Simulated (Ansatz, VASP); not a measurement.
**ScGaTeSe2 in VASP and in Ansatz**

```
Sc Ga Te Se
1.0
     4.01893    0.00000    0.00000
     0.00000    4.01893    0.00000
     0.00000    0.00000   10.21111
Sc Ga Te Se
1 1 1 2
Cartesian
  2.0095 2.0095 5.1056
  0.0000 0.0000 5.1056
  2.0095 2.0095 0.0000
  2.0095 2.0095 2.6458
  2.0095 2.0095 7.5653
```

Alike in both runs: functional PBE; k mesh 10 × 10 × 4; occupations gaussian, width 0.1 eV; no spin polarisation.

Ansatz relaxed the structure, and its values are those at the end. VASP's run is a single point on that final structure, the one shown.

|  | VASP | Ansatz |
| --- | --- | --- |
| version | VASP 6.6.1 | Ansatz 0.2.0 |
| potentials or method | VASP PAW PBE potentials, release 64 (Sc_sv, Ga_d, Te, Se), cutoff 520 eV | scalar-relativistic, plane waves, PAW |
| valence electrons in the cell | 42 | 72 |

Ansatz gave:

- gap on the k mesh at the Fermi level (eV): none
- pressure (GPa): 0.0
- rms of the force components (eV/Å): 0.002

Q: Estimate VASP's values.

A: gap on the k mesh at the Fermi level (eV): none; pressure (GPa): 0.0; rms of the force components (eV/Å): 0.014.

A gap of «none» marks a metal or a gap that the smearing closes. The functional is the same, so the differences come from potentials, cutoffs and numerics. VASP's potentials hold 42 valence electrons a cell and Ansatz's 72, so a difference there can come from the potentials and not from the codes.

Neither program's run includes spin-orbit coupling.
